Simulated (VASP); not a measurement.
Set up this calculation in VASP 6.6.1, as the native input.

| Property | Result |
| --- | --- |
| Task | single point |
| Functional | PBE |
| Potentials or basis | VASP PAW PBE potentials, release 64 (Hf_pv, N) |
| Cutoff | 520 eV |
| k mesh | 10 × 10 × 8 |
| Occupations | gaussian, width 0.05 eV |
| Spin | no spin polarisation |
| Dipole correction | no |
| Further INCAR settings | ALGO = Normal; EDIFF = 1e-06; NBANDS = 23 |

The structure of HfN lies in POSCAR:

```
HfN
1.0
    3.8567057347      0.0000000000      0.0000000000
    0.0000000000      3.8567057347      0.0000000000
    0.0000000000      0.0000000000      4.8184718836
Hf N
2 2
Direct
    0.5000000000      0.0000000000      0.1768716561
    0.0000000000      0.5000000000      0.8231283439
    0.0000000000      0.0000000000      0.0000000000
    0.5000000000      0.5000000000      0.0000000000
```

One way to write it, as run:

INCAR

```
SYSTEM = HfN
PREC = Accurate
ENCUT = 520
EDIFF = 1E-6
ISMEAR = 0
SIGMA = 0.05
LREAL = .False.
LASPH = .True.
NELM = 80
ALGO = Normal
ISIF = 2
LWAVE = .False.
LCHARG = .True.
GGA = PE
LELF = .True.
LVHAR = .True.
NBANDS = 23
```

KPOINTS

```
Automatic mesh
0
Gamma
  10 10 8
  0 0 0
```

Potentials or basis: VASP PAW PBE potentials, release 64 (Hf_pv, N).

Run with:

```console
$ cat potpaw_PBE.64/Hf_pv/POTCAR potpaw_PBE.64/N/POTCAR > POTCAR
$ mpirun -np 1 vasp_std > vasp.out
```

It gave:

```
Pressure               : -1.3 GPa
Largest force          : 0.183 eV/Å
Band gap on the k mesh : zero (bands 15 and 16 overlap by 2.22 eV)
```

Caveat: spin-orbit coupling is left out, which moves the levels of the heavy elements.

Run time: 2.6 min on 1 thread of Intel(R) Xeon(R) 6975P-C (Granite Rapids), with other jobs on the host, peak memory 0.28 GiB.
